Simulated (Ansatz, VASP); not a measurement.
## Cu3O2 in VASP and in Ansatz

INCAR

```
SYSTEM = Cu3O2
  ALGO = Normal
  EDIFF = 1E-6
  ENCUT = 700
  GGA = PS
  GGA_COMPAT = .FALSE.
  ISIF = 2
  ISMEAR = -1
  LASPH = .TRUE.
  LCHARG = .TRUE.
  LELF = .TRUE.
  LREAL = .FALSE.
  LVHAR = .TRUE.
  LWAVE = .FALSE.
  NBANDS = 42
  NELM = 120
  PREC = Accurate
  SIGMA = 0.05
```

KPOINTS

```
k-points
0
G
  8 8 8
  0 0 0
```

Contents of POSCAR:

```
Cu3O2
1.0
   -2.0229820000      2.0229820000      3.6736170000
    2.0229820000     -2.0229820000      3.6736170000
    2.0229820000      2.0229820000     -3.6736170000
Cu O
3 2
Direct
    0.0000000000      0.0000000000      0.0000000000
    0.7500000000      0.2500000000      0.5000000000
    0.2500000000      0.7500000000      0.5000000000
    0.5000000000      0.0000000000      0.5000000000
    0.0000000000      0.5000000000      0.5000000000
```

input.yaml

```yaml
crystal:
  lattice:
    - [-2.022982, 2.022982, 3.673617]
    - [2.022982, -2.022982, 3.673617]
    - [2.022982, 2.022982, -3.673617]
  atoms:
    - { symbol: Cu, position: [0.0, 0.0, 0.0] }
    - { symbol: Cu, position: [0.75, 0.25, 0.5] }
    - { symbol: Cu, position: [0.25, 0.75, 0.5] }
    - { symbol: O, position: [0.5, 0.0, 0.5] }
    - { symbol: O, position: [0.0, 0.5, 0.5] }
hamiltonian:
  xc: pbesol
  pseudopotentials: { kind: paw }
kpoints:
  mp_grid: { grid: [8, 8, 8] }
scf:
  occupations: { method: fermi_dirac, width: 0.05 }
  n_extra_bands: 12
output:
  forces: true
  stress: true
  eigenvalues: true
  dos: { projected: false, de: 0.05, nscf_kmesh: { grid: [12, 12, 12] } }
  write_density: true
  write_potential: true
  elf: true
  volumetric_format: npy
```

Alike in both runs: functional PBEsol; k mesh 8 × 8 × 8; occupations fermi-dirac, width 0.05 eV; no spin polarisation.

|  | VASP | Ansatz |
| --- | --- | --- |
| version | VASP 6.6.1 | Ansatz 0.2.0 |
| potentials or method | VASP PAW PBE potentials, release 64 (Cu_sv_GW, O) | Ansatz PAW |
| plane-wave cutoff (eV) | 700 | 420 |
| valence electrons in the cell | 69 | 69 |
| task | single point | density of states |

|  | VASP | Ansatz | Ansatz less VASP |
| --- | --- | --- | --- |
| gap on the k mesh at the Fermi level (eV) | none | none | - |
| pressure (GPa) | -9.1 | -6.2 | +2.88 |
| traceless stress, the component that is largest in VASP (GPa) | -2.79 | -2.86 | -0.070 |

VASP's potentials were made for PBE, not for PBEsol. A gap of «none» marks a metal or a gap that the smearing closes. With one functional, cell and mesh, what is left measures potentials, basis and numerics.
